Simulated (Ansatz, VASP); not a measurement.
## CaF in VASP and in Ansatz

```
Ca F
1.0
     3.93930    0.00000    0.00000
     0.00000    3.93930    0.00000
     0.00000    0.00000    5.70200
Ca F
2 2
Direct
  0.50000 0.00000 0.77328
  0.00000 0.50000 0.22672
  0.00000 0.00000 0.00000
  0.50000 0.50000 0.00000
```

Change from the starting cell: the structure that the rattled cell fell into.

Alike in both runs: functional PBE; k mesh 12 × 12 × 8; occupations gaussian, width 0.1 eV; no spin polarisation.

Ansatz relaxed the structure, and its values are those at the end. VASP's run is a single point on that final structure, the one shown.

|  | VASP | Ansatz |
| --- | --- | --- |
| version | VASP 6.6.1 | Ansatz 0.2.0 |
| potentials or method | VASP PAW PBE potentials, release 64 (Ca_sv, F), cutoff 600 eV | scalar-relativistic, plane waves, PAW |
| valence electrons in the cell | 34 | 34 |

|  | VASP | Ansatz | Ansatz less VASP |
| --- | --- | --- | --- |
| gap on the k mesh at the Fermi level (eV) | none | none | - |
| pressure (GPa) | 0.1 | 0.0 | -0.11 |
| rms of the force components (eV/Å) | 0.022 | 0.002 | -0.0200 |

A gap of «none» marks a metal or a gap that the smearing closes.
